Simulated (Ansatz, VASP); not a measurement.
Two plane-wave programs on AgCl

```xyz
2
Lattice="0.0000 2.7732 2.7732 2.7732 0.0000 2.7732 2.7732 2.7732 0.0000" Properties=species:S:1:pos:R:3 pbc="T T T"
Ag    0.0000    0.0000    0.0000
Cl    2.7732    2.7732    2.7732
```

Alike in both runs: task single point; functional r2SCAN; k mesh 8 × 8 × 8; no spin polarisation.

```csv
,VASP,Ansatz
version,VASP 6.6.1,Ansatz 0.2.0
potentials or method,"VASP PAW PBE potentials, release 64 (Ag, Cl)","plane waves, PAW"
plane-wave cutoff (eV),520,500
occupations,"gaussian, width 0.01 eV",fixed
valence electrons in the cell,18,26
```

|  | VASP | Ansatz | Ansatz less VASP |
| --- | --- | --- | --- |
| gap on the k mesh at the Fermi level (eV) | 1.42 | 1.48 | +0.053 |
| pressure (GPa) | -0.1 | 0.0 | +0.08 |

VASP's potentials were made for PBE, not for r2SCAN. VASP's potentials hold 18 valence electrons a cell and Ansatz's 26, so a difference there can come from the potentials and not from the codes.
